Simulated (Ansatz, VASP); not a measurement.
Two plane-wave programs on FeNi3

```
Fe Ni
1.0
     3.49631    0.00000    0.00000
     0.00000    3.49631    0.00000
     0.00000    0.00000    3.49631
Fe Ni
1 3
Direct
  0.00000 0.00000 0.00000
  0.00000 0.50000 0.50000
  0.50000 0.00000 0.50000
  0.50000 0.50000 0.00000
```

Alike in both runs: functional revPBE; dispersion D3(BJ); k mesh 6 × 6 × 6; collinear spin.

Ansatz relaxed the structure, and its values are those at the end. VASP's run is a single point on that final structure, the one shown.

|  | VASP | Ansatz |
| --- | --- | --- |
| version | VASP 6.6.1 | Ansatz 0.2.0 |
| potentials or method | VASP PAW PBE potentials, release 64 (Fe, Ni), cutoff 520 eV | plane waves, PAW |
| occupations | fermi-dirac, width 0.1 eV | fermi-dirac |
| valence electrons in the cell | 38 | 70 |

Ansatz gave:

* pressure (GPa): 0.0
* net moment per atom (μB): 1.22
* size of the moment on the site where the two differ most (μB): 0.72

Task: What did VASP give for the same quantities?

Result: Pressure (GPa): -0.1; net moment per atom (μB): 1.21; size of the moment on the site where the two differ most (μB): 0.66.

VASP's potentials were made for PBE, not for revPBE. Site moments also hang on the region over which each program counts them. VASP's potentials hold 38 valence electrons a cell and Ansatz's 70, so a difference there can come from the potentials and not from the codes.
